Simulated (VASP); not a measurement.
Runs of VASP 6.6.1 on W. The structure is that of space group Pm-3m (No. 221), or close to it. The cells are those of the table. 

```csv
task,cell,cutoff (eV),gap on the mesh (eV),pressure (GPa)
single point,"a = 2.601 Å, 1 atom",520,none,10.8
single point,"a = 2.640 Å, 1 atom",520,none,0.6
relaxation of cell and atoms,"relaxed from a = 2.590 Å, 1 atom",600,none,-0.1
single point,"a = 2.568 Å, 1 atom",520,none,(a)
relaxation of cell and atoms,"relaxed to 20 GPa from a = 2.590 Å, 1 atom",600,none,20.0
relaxation of cell and atoms,"relaxed to 10 GPa from a = 2.590 Å, 1 atom",600,none,9.9
single point,"a = 2.540 Å, 1 atom",520,none,31.3
relaxation of cell and atoms,"relaxed to 30 GPa from a = 2.590 Å, 1 atom",600,none,30.0
```

Alike in all rows: level PBE; potentials or basis VASP PAW PBE potentials, release 64 (W_sv); no spin polarisation; k mesh 9 × 9 × 9; smearing fermi-dirac 0.05 eV.

Estimate the missing entries.

(a) 21.1.

Caveats: spin-orbit coupling is left out, which moves the levels of the heavy elements; the cell is relaxed towards a set pressure, so the enthalpy falls and the energy may rise (some runs).

A k mesh can miss the band edges, and the runs leave out spin-orbit coupling on W.

A gap of «none» marks levels without a gap at the run's occupations.
